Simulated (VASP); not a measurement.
# ZnS (F-43m) in VASP: notebook

The runs below take ZnS through relaxation of cell and atoms, single point, with PBE.

All numbers are computed with VASP 6.6.1; they aren't measurements. Logs are shortened: lines on timing, memory, paths and dates and some standing lists are left out, and cuts for length are marked.

### 1 The cell of the first run

The structure is cubic, space group F-43m (No. 216). The conventional cell has a = 5.404 Å, b = 5.404 Å, c = 5.404 Å, α = 90.00°, β = 90.00°, γ = 90.00°. Within 3.1 Å of Zn (site symmetry -43m) lie 4 S at 2.34 Å. S (site symmetry -43m) has 4 Zn at 2.34 Å within 3.1 Å.

### 2 Relaxation of cell and atoms, PBE

Contents of INCAR:

```
SYSTEM = ZnS
ALGO     = Normal         ! electronic algorithm
EDIFF    = 1E-6           ! SCF threshold, eV
EDIFFG   = -0.005         ! ionic threshold
ENCUT    = 600            ! plane-wave cutoff, eV
GGA      = PE             ! functional
IBRION   = 2              ! ionic algorithm
ISIF     = 3              ! what is computed and relaxed
ISMEAR   = 0              ! smearing method
LASPH    = .True.         ! aspherical terms in the spheres
LCHARG   = .False.        ! write CHGCAR
LREAL    = .False.        ! projectors in reciprocal space
LWAVE    = .False.        ! write WAVECAR
NELM     = 80             ! most SCF steps
NSW      = 100            ! ionic steps
PREC     = Accurate       ! precision mode
SIGMA    = 0.02           ! smearing width, eV
```

Contents of KPOINTS:

```
k-points
0
Gamma
  10 10 10
  0 0 0
```

Contents of POSCAR:

```
ZnS
1.0
    0.0000000000      2.7020000000      2.7020000000
    2.7020000000      0.0000000000      2.7020000000
    2.7020000000      2.7020000000      0.0000000000
Zn S
1 1
Direct
    0.2500000000      0.2500000000      0.2500000000
    0.0000000000      0.0000000000      0.0000000000
```

Potentials or basis: VASP PAW PBE potentials, release 64 (Zn, S).

Launch:

```
$ cat potpaw_PBE.64/Zn/POTCAR potpaw_PBE.64/S/POTCAR > POTCAR
$ mpirun -np 1 vasp_std > vasp.out
```

OUTCAR:

```text
SYSTEM = ZnS
   EDIFF = 1E-6
   EDIFFG = -0.005
   ENCUT = 600
   GGA = PE
   IBRION = 2
   ISIF = 3
   ISMEAR = 0
   LASPH = .True.
   LREAL = .False.
   NELM = 80
   NSW = 100
   PREC = Accurate

 ion  position               nearest neighbor table
   1  0.250  0.250  0.250-   2 2.34   2 2.34   2 2.34   2 2.34
   2  0.000  0.000  0.000-   1 2.34   1 2.34   1 2.34   1 2.34

  LATTYP: Found a face centered cubic cell.
 ALAT       =     5.4040000000

  Lattice vectors:

 A1 = (   0.0000000000,   2.7020000000,   2.7020000000)
 A2 = (   2.7020000000,   0.0000000000,   2.7020000000)
 A3 = (   2.7020000000,   2.7020000000,   0.0000000000)

Analysis of symmetry for initial positions (statically):
=====================================================================
 Subroutine PRICEL returns:
 Original cell was already a primitive cell.

 Routine SETGRP: Setting up the symmetry group for a
 face centered cubic supercell.

 Subroutine GETGRP returns: Found 24 space group operations
 (whereof 24 operations were pure point group operations)
 out of a pool of 48 trial point group operations.

The static configuration has the point symmetry T_d .

Analysis of symmetry for dynamics (positions and initial velocities):
=====================================================================
 Subroutine PRICEL returns:
 Original cell was already a primitive cell.

 Routine SETGRP: Setting up the symmetry group for a
 face centered cubic supercell.

 Subroutine GETGRP returns: Found 24 space group operations
 (whereof 24 operations were pure point group operations)
 out of a pool of 48 trial point group operations.

The dynamic configuration has the point symmetry T_d .

 Subroutine INISYM returns: Found 24 space group operations
 (whereof 24 operations are pure point group operations),
 and found     1 'primitive' translations

----------------------------------------------------------------------------------------

                                     Primitive cell

  volume of cell :      39.4535

  direct lattice vectors                    reciprocal lattice vectors
     0.000000000  2.702000000  2.702000000    -0.185048113  0.185048113  0.185048113
     2.702000000  0.000000000  2.702000000     0.185048113 -0.185048113  0.185048113
     2.702000000  2.702000000  0.000000000     0.185048113  0.185048113 -0.185048113

  length of vectors
     3.821205046  3.821205046  3.821205046     0.320512733  0.320512733  0.320512733

  position of ions in fractional coordinates (direct lattice)
     0.250000000  0.250000000  0.250000000
     0.000000000  0.000000000  0.000000000

  ion indices of the primitive-cell ions
[... 100 lines left out ...]
   GGA     = PE    functional components
   LHFCALC =     F    Hartree Fock is set to
   AEXX    =    0.0000 exact exchange contribution
   IVDW    =     0    specifies the selected vdW correction
   LEPSILON=     F    determine dielectric tensor
   LRPA    =     F    only Hartree local field effects (RPA)
 conjugate gradient relaxation of ions
 non-spin polarized calculation
 Gauss-broadening in eV      SIGMA  =   0.02
  energy-cutoff  :      600.00
  volume of cell :       39.45
 maximum number of plane-waves:      1363
   NGX = 15   NGY = 15   NGZ = 15

--------------------------------------- Ionic step        1  -------------------------------------------

 number of electron      17.9999998 magnetization

 Free energy of the ion-electron system (eV)
  ---------------------------------------------------
  ext. energy  EPLUGINS =         0.00000000
  ---------------------------------------------------
  free energy    TOTEN  =        -6.84732562 eV

  energy without entropy =       -6.84732562  energy(sigma->0) =       -6.84732562

------------------------ aborting loop because EDIFF is reached ----------------------------------------

  FORCE on cell =-STRESS in cart. coord.  units (eV):
  Direction    XX          YY          ZZ          XY          YZ          ZX
  --------------------------------------------------------------------------------------
  -------------------------------------------------------------------------------------
  Total        0.4399122      0.4399122      0.4399122     -0.0000000     -0.0000000     -0.0000000
  in kB       17.8644875     17.8644875     17.8644875     -0.0000000     -0.0000000     -0.0000000
  external PRESSURE =      17.8644875 kB  Pullay stress =       0.0000000 kB
[... 167 lines left out ...]
--------------------------------------- Ionic step        6  -------------------------------------------

 number of electron      18.0000010 magnetization

 Free energy of the ion-electron system (eV)
  ---------------------------------------------------
  ext. energy  EPLUGINS =         0.00000000
  ---------------------------------------------------
  free energy    TOTEN  =        -6.85244495 eV

  energy without entropy =       -6.85244495  energy(sigma->0) =       -6.85244495

 E-fermi :   2.0325     XC(G=0):  -9.5170

 val. band max:        1.8845180597   @ k =   0.0000   0.0000   0.0000
 cond. band min:       3.8944085742   @ k =   0.0000   0.0000   0.0000
 fundamental gap:      2.0098905145
 Fermi energy:         2.0325136870

 k-point     1 :       0.0000    0.0000    0.0000
  band No.  band energies     occupation
      1     -11.0904      2.00000
      2      -4.3616      2.00000
      3      -4.3616      2.00000
      4      -4.3616      2.00000
      5      -3.8916      2.00000
      6      -3.8916      2.00000
      7       1.8845      2.00000
      8       1.8845      2.00000
      9       1.8845      2.00000
     10       3.8944      0.00000
     11       8.2966      0.00000
     12       8.2966      0.00000
     13       8.2966      0.00000
[... 354 lines left out ...]
  band No.  band energies     occupation
      1     -10.1757      2.00000
      2      -4.3610      2.00000
      3      -4.1290      2.00000
      4      -4.1193      2.00000
      5      -3.8648      2.00000
      6      -3.8382      2.00000
      7      -1.8018      2.00000
      8      -0.0212      2.00000
      9       0.1811      2.00000
     10       5.9836      0.00000
     11       6.5500      0.00000
     12      10.5968      0.00000
     13      11.5420      0.00000

 [... further k-points ...]

------------------------ aborting loop because EDIFF is reached ----------------------------------------

  FORCE on cell =-STRESS in cart. coord.  units (eV):
  Direction    XX          YY          ZZ          XY          YZ          ZX
  --------------------------------------------------------------------------------------
  -------------------------------------------------------------------------------------
  Total       -0.0030369     -0.0030369     -0.0030369      0.0000000     -0.0000000      0.0000000
  in kB       -0.1203878     -0.1203878     -0.1203878      0.0000000     -0.0000000      0.0000000
  external PRESSURE =      -0.1203878 kB  Pullay stress =       0.0000000 kB
[... 17 lines left out ...]
  FREE ENERGIE OF THE ION-ELECTRON SYSTEM (eV)
  ---------------------------------------------------
  free  energy   TOTEN  =        -6.8524449548 eV

  energy  without entropy=       -6.8524449548  energy(sigma->0) =       -6.85244495

 reached required accuracy - stopping structural energy minimisation
```

CONTCAR:

```text
ZnS
   1.00000000000000
    -0.0000000000000000    2.7237960641572498    2.7237960641572498
     2.7237960641572498   -0.0000000000000000    2.7237960641572498
     2.7237960641572498    2.7237960641572498   -0.0000000000000000
  Zn              S
     1     1
Direct
     0.2500000000000000    0.2500000000000000    0.2500000000000000
     0.0000000000000000    0.0000000000000000    0.0000000000000000

  0.00000000E+00  0.00000000E+00  0.00000000E+00
  0.00000000E+00  0.00000000E+00  0.00000000E+00
```

Run time: 37 s. Hardware: 1 thread of Intel Xeon Platinum 8559C (Emerald Rapids), shared host; peak memory 0.18 GiB.

What came out:

* Free energy: -6.8524 eV
* Relaxed volume: 20.21 Å³/atom
* Relaxed cell: a = 3.852 Å, b = 3.852 Å, c = 3.852 Å, α = 60.00°, β = 60.00°, γ = 60.00°
* Space group after relaxing (to 0.05 Å): F-43m (No. 216)
* Energy gained by relaxing: 2.6 meV/atom
* Ionic steps: 6
* Pressure after relaxing: 0.0 GPa
* Band gap on the k mesh: 2.01 eV, direct

Step by step:
| step | energy change (eV) | largest force (eV/Å) | pressure (GPa) | volume (Å³) |
| --- | --- | --- | --- | --- |
| 1 | 0.0000 | 0.0000 | 1.79 | 39.45 |
| 2 | -0.0046 | 0.0000 | -0.52 | 40.72 |
| 3 | -0.0051 | 0.0000 | 0.06 | 40.40 |
| 4 | -0.0051 | 0.0000 | -0.05 | 40.44 |
| 5 | -0.0051 | 0.0000 | 0.04 | 40.40 |
| 6 | -0.0051 | 0.0000 | -0.01 | 40.42 |

Final structure:
```yaml
crystal:
  lattice:
    - [0.00000, 2.72380, 2.72380]
    - [2.72380, 0.00000, 2.72380]
    - [2.72380, 2.72380, 0.00000]
  atoms:
    - { symbol: Zn, position: [0.25000, 0.25000, 0.25000] }
    - { symbol: S, position: [0.00000, 0.00000, 0.00000] }
```

Levels at points of the mesh, in eV from the valence-band top:
| k point | band 6 | band 7 | band 8 | band 9 | band 10 | band 11 | band 12 | band 13 |
| --- | --- | --- | --- | --- | --- | --- | --- | --- |
| (0.00, 0.00, 0.00) | -5.78 | 0.00 | 0.00 | 0.00 | 2.01 | 6.41 | 6.41 | 6.41 |
| (0.50, 0.00, 0.00) | -5.58 | -5.13 | -0.83 | -0.83 | 3.26 | 6.94 | 6.94 | 8.79 |
| (0.50, 0.50, 0.00) | -5.57 | -4.46 | -2.13 | -2.13 | 3.46 | 4.07 | 10.81 | 11.81 |

As with any semilocal functional, this PBE gap is likely too small. PBE usually gives volumes a little too large and moduli too small.

### 3 Single point, PBE (volume scaled by 0.88)

Contents of INCAR:

```
PREC = Accurate ; ENCUT = 520
EDIFF = 1E-6 ; ISMEAR = 0
SIGMA = 0.02 ; LREAL = False
LASPH = True ; NELM = 100
ALGO = Normal ; ISIF = 2
LWAVE = False ; LCHARG = True
GGA = PE ; LELF = True
LVHAR = True ; NBANDS = 16
```

Contents of KPOINTS:

```
regular mesh
0
Gamma
  10 10 10
```

Contents of POSCAR:

```
ZnS
1.0
    0.0000000000      2.6079516476      2.6079516476
    2.6079516476      0.0000000000      2.6079516476
    2.6079516476      2.6079516476      0.0000000000
Zn S
1 1
Direct
    0.2500000000      0.2500000000      0.2500000000
    0.0000000000      0.0000000000      0.0000000000
```

Potentials or basis: VASP PAW PBE potentials, release 64 (Zn, S).

Launch:

```
$ cat potpaw_PBE.64/Zn/POTCAR potpaw_PBE.64/S/POTCAR > POTCAR
$ mpirun -np 1 vasp_std > vasp.out
```

Run time: 30 s. Hardware: 1 thread of Intel Xeon Platinum 8375C at 2.90GHz (Ice Lake), shared host; peak memory 0.16 GiB.

The run converged. Its results:

* Free energy: -6.6864 eV
* Pressure: 12.1 GPa
* Band gap on the k mesh: 2.59 eV, direct

Levels at points of the mesh, in eV from the valence-band top:
| k point | band 7 | band 8 | band 9 | band 10 | band 11 | band 12 |
| --- | --- | --- | --- | --- | --- | --- |
| (0.00, 0.00, 0.00) | 0.00 | 0.00 | 0.00 | 2.59 | 6.30 | 6.30 |
| (0.50, 0.00, 0.00) | -5.90 | -1.03 | -1.03 | 3.51 | 6.84 | 6.84 |
| (0.50, 0.50, 0.00) | -4.99 | -2.63 | -2.63 | 3.14 | 4.02 | 11.78 |

Caveat: the cell differs from its parent crystal (volume scaled by 0.88).
